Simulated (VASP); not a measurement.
# Sr (I4/mmm) in VASP: single point with PBEsol

Aim: the single point of Sr with PBEsol.

All numbers are computed with VASP 6.6.1; they aren't measurements. Logs are shortened: lines on timing, memory, paths and dates and some standing lists are left out, and cuts for length are marked.

### Step 1. The cell of the first run

It takes space group I4/mmm (No. 139, tetragonal). The conventional cell has a = 4.183 Å, b = 4.183 Å, c = 5.738 Å, α = 90.00°, β = 90.00°, γ = 90.00°. Sr (site symmetry 4/mmm) has 12 Sr at 4.12 to 4.18 Å within 5.4 Å.

### Step 2. Single point, PBEsol (strain along c alone, the other axes held: -3.0 %)

The input, INCAR:

```
SYSTEM = Sr
PREC = Accurate ; ENCUT = 520
EDIFF = 1E-6 ; ISMEAR = 0
SIGMA = 0.1 ; LREAL = .False.
LASPH = .True. ; NELM = 100
ALGO = Fast ; ISIF = 2
LWAVE = .False. ; LCHARG = .False.
GGA = PS ; NBANDS = 17
```

The input, KPOINTS:

```
Automatic mesh
0
Gamma
  12 12 10
  0 0 0
```

The input, POSCAR:

```
Sr
1.0
    2.9579193978      2.9579193978      0.0000000000
   -2.9579193978      2.9579193978      0.0000000000
    0.0000000000      0.0000000000      5.7383636317
Sr
2
Direct
    0.0000000000      0.0000000000      0.0000000000
    0.5000000000      0.5000000000      0.5000000000
```

Potentials or basis: VASP PAW PBE potentials, release 64 (Sr_sv).

Launch:

```
> cat potpaw_PBE.64/Sr_sv/POTCAR > POTCAR
> mpirun -np 1 vasp_std > vasp.out
```

OUTCAR:

```text
SYSTEM = Sr
   PREC = Accurate
   ENCUT = 520
   EDIFF = 1E-6
   ISMEAR = 0
   LREAL = .False.
   LASPH = .True.
   NELM = 100
   ISIF = 2
   GGA = PS

 ion  position               nearest neighbor table
   1  0.000  0.000  0.000-   2 4.12   2 4.12   2 4.12   2 4.12   2 4.12   2 4.12   2 4.12   2 4.12

   2  0.500  0.500  0.500-   1 4.12   1 4.12   1 4.12   1 4.12   1 4.12   1 4.12   1 4.12   1 4.12

  LATTYP: Found a simple tetragonal cell.
 ALAT       =     4.1831297288
 C/A-ratio  =     1.3717871555

  Lattice vectors:

 A1 = (   2.9579193978,   2.9579193978,   0.0000000000)
 A2 = (  -2.9579193978,   2.9579193978,   0.0000000000)
 A3 = (   0.0000000000,   0.0000000000,   5.7383636317)

Analysis of symmetry for initial positions (statically):
=====================================================================
 Subroutine PRICEL returns following result:

  LATTYP: Found a body centered tetragonal cell.
 ALAT       =     4.1831297288
 C/A-ratio  =     1.3717871555

  Lattice vectors:

 A1 = (   0.0000000000,  -2.9579193978,  -2.8691818159)
 A2 = (   0.0000000000,   2.9579193978,  -2.8691818158)
 A3 = (   2.9579193978,   0.0000000000,   2.8691818158)

   2 primitive cells build up your supercell.

 Routine SETGRP: Setting up the symmetry group for a
 simple tetragonal supercell.

 Subroutine GETGRP returns: Found 16 space group operations
 (whereof 16 operations were pure point group operations)
 out of a pool of 16 trial point group operations.

The static configuration has the point symmetry D_4h.

Analysis of symmetry for dynamics (positions and initial velocities):
=====================================================================
 Subroutine PRICEL returns following result:

  LATTYP: Found a body centered tetragonal cell.
 ALAT       =     4.1831297288
 C/A-ratio  =     1.3717871555

  Lattice vectors:

 A1 = (   0.0000000000,  -2.9579193978,  -2.8691818159)
 A2 = (   0.0000000000,   2.9579193978,  -2.8691818158)
 A3 = (   2.9579193978,   0.0000000000,   2.8691818158)

   2 primitive cells build up your supercell.

 Routine SETGRP: Setting up the symmetry group for a
 simple tetragonal supercell.

 Subroutine GETGRP returns: Found 16 space group operations
 (whereof 16 operations were pure point group operations)
 out of a pool of 16 trial point group operations.

The dynamic configuration has the point symmetry D_4h.
[... 93 lines left out ...]
   LSORBIT =      F    spin-orbit coupling
   LASPH  =      T    aspherical Exc in radial PAW
   ENCUT  =  520.0 eV  38.22 Ry    6.18 a.u.   7.78  7.78 10.67*2*pi/ulx,y,z
   NELM   =    100;   NELMIN=  2; NELMDL= -5     # of ELM steps
   EDIFF  = 0.1E-05   stopping-criterion for ELM
   LREAL  =      F    real-space projection
   EDIFFG = 0.1E-04   stopping-criterion for IOM
   NSW    =      0    number of steps for IOM
   IBRION =     -1    ionic relax: 0-MD 1-quasi-New 2-CG
   NFREE  =      0    steps in history (QN), initial steepest desc. (CG)
   ISIF   =      2    stress and relaxation
   ISYM   =      2    0-nonsym 1-usesym 2-fastsym
   POTIM  = 0.5000    time-step for ionic-motion
   TEBEG  =    0.0;   TEEND  =   0.0 temperature during run
   PSTRESS=    0.0 pullay stress
   NELECT =      20.0000    total number of electrons
   NUPDOWN=      -1.0000    fix difference up-down
   EMIN   =  10.00;   EMAX   =-10.00  energy-range for DOS
   EFERMI =   0.00;   METHOD = LEGACY
   ISMEAR =     0;   SIGMA  =   0.10  broadening in eV -4-tet -1-fermi 0-gaus
   EFERMI_NEDOS =   21; number of points for ismear=-14 and -15
   IALGO  =     68    algorithm
   IMIX   =      4    mixing-type and parameters
     AMIX     =   0.40;   BMIX     =  1.00
     AMIX_MAG =   1.60;   BMIX_MAG =  1.00
  volume/ion in A,a.u.               =      50.21       338.81
  Fermi-wavevector in a.u.,A,eV,Ry     =   0.956066  1.806703 12.436574  0.914062
  Thomas-Fermi vector in A             =   2.084961
   LORBIT       =      0    0 simple, 1 ext, 2 COOP (PROOUT), +10 PAW based schemes
   GGA     = PS    functional components
   LHFCALC =     F    Hartree Fock is set to
   AEXX    =    0.0000 exact exchange contribution
   IVDW    =     0    specifies the selected vdW correction
   LEPSILON=     F    determine dielectric tensor
   LRPA    =     F    only Hartree local field effects (RPA)
 non-spin polarized calculation
 RMM-DIIS sequential band-by-band and
 Gauss-broadening in eV      SIGMA  =   0.10
  energy-cutoff  :      520.00
  volume of cell :      100.41
 maximum number of plane-waves:      2725
 NGX is ok and might be reduce to    32
   NGX = 15   NGY = 15   NGZ = 21

 number of electron      20.0000000 magnetization

 Free energy of the ion-electron system (eV)
  ---------------------------------------------------
  ext. energy  EPLUGINS =         0.00000000
  ---------------------------------------------------
  free energy    TOTEN  =        -3.68094865 eV

  energy without entropy =       -3.67169491  energy(sigma->0) =       -3.67632178

 E-fermi :   1.8354     XC(G=0):  -7.7194

 val. band max:        1.8248002741   @ k =   0.4167   0.4167   0.4000
 cond. band min:       1.8501019674   @ k =   0.3333   0.0000   0.2000
 fundamental gap:      0.0253016933
 Fermi energy:         1.8353832389

 k-point     1 :       0.0000    0.0000    0.0000
  band No.  band energies     occupation
      1     -34.5503      2.00000
      2     -34.5195      2.00000
      3     -16.6881      2.00000
      4     -16.5414      2.00000
      5     -16.5414      2.00000
      6     -16.4332      2.00000
[... 457 lines left out ...]
      4     -16.6539      2.00000
      5     -16.5533      2.00000
      6     -16.5213      2.00000
[... 9 lines left out ...]
     16       5.9131      0.00000
     17       6.1082      0.00000

 [... further k-points ...]

------------------------ aborting loop because EDIFF is reached ----------------------------------------

  FORCE on cell =-STRESS in cart. coord.  units (eV):
  Direction    XX          YY          ZZ          XY          YZ          ZX
  --------------------------------------------------------------------------------------
  -------------------------------------------------------------------------------------
  Total        0.2556586      0.2556586      0.3161729      0.0000000      0.0000000      0.0000000
  in kB        4.0792487      4.0792487      5.0448067      0.0000000      0.0000000      0.0000000
  external PRESSURE =       4.4011013 kB  Pullay stress =       0.0000000 kB

 VOLUME and BASIS-vectors are now :
 -----------------------------------------------------------------------------
  energy-cutoff  :      520.00
  volume of cell :      100.41
      direct lattice vectors                 reciprocal lattice vectors
     2.957919398  2.957919398  0.000000000     0.169037737  0.169037737  0.000000000
    -2.957919398  2.957919398  0.000000000    -0.169037737  0.169037737  0.000000000
     0.000000000  0.000000000  5.738363632     0.000000000  0.000000000  0.174265708

 POSITION                                       TOTAL-FORCE (eV/Angst)
 -----------------------------------------------------------------------------------
      0.00000      0.00000      0.00000         0.000000     -0.000000     -0.000000
      0.00000      2.95792      2.86918        -0.000000      0.000000      0.000000
 -----------------------------------------------------------------------------------
    total drift:                               -0.000000      0.000000     -0.000000

  FREE ENERGIE OF THE ION-ELECTRON SYSTEM (eV)
  ---------------------------------------------------
  free  energy   TOTEN  =        -3.6809486472 eV

  energy  without entropy=       -3.6716949128  energy(sigma->0) =       -3.67632178
```

Run time: 3 min. Hardware: 1 thread of Oxide Virtual Turin-like, shared host; peak memory 0.35 GiB.

What came out:

```yaml
Free_energy: -3.6809 eV
Pressure: 0.4 GPa
Band_gap_on_the_k_mesh: zero (filled and empty bands overlap)
```

Levels at points of the mesh, in eV from the Fermi level:
```tsv
k point	band 8	band 9	band 10	band 11	band 12	band 13
(0.00, 0.00, 0.00)	-18.26	-3.82	-0.72	0.18	1.44	2.35
(0.50, 0.00, 0.00)	-18.31	-1.41	-1.41	0.94	0.94	1.23
(0.50, 0.50, 0.00)	-18.35	-0.80	-0.80	0.26	0.26	1.16
(0.00, 0.00, 0.50)	-18.32	-2.42	-2.42	1.06	1.06	2.31
(0.50, 0.00, 0.50)	-18.30	-1.21	-1.21	0.18	0.18	2.12
(0.50, 0.50, 0.50)	-18.37	0.02	0.02	0.62	0.62	0.62
```

Caveat: the cell differs from its parent crystal (strain along c alone, the other axes held: -3.0 %); the PAW data sets were made with another functional, which shifts forces and pressure a little.

The gap in the log of VASP goes by the Fermi energy; the results here count the filled bands.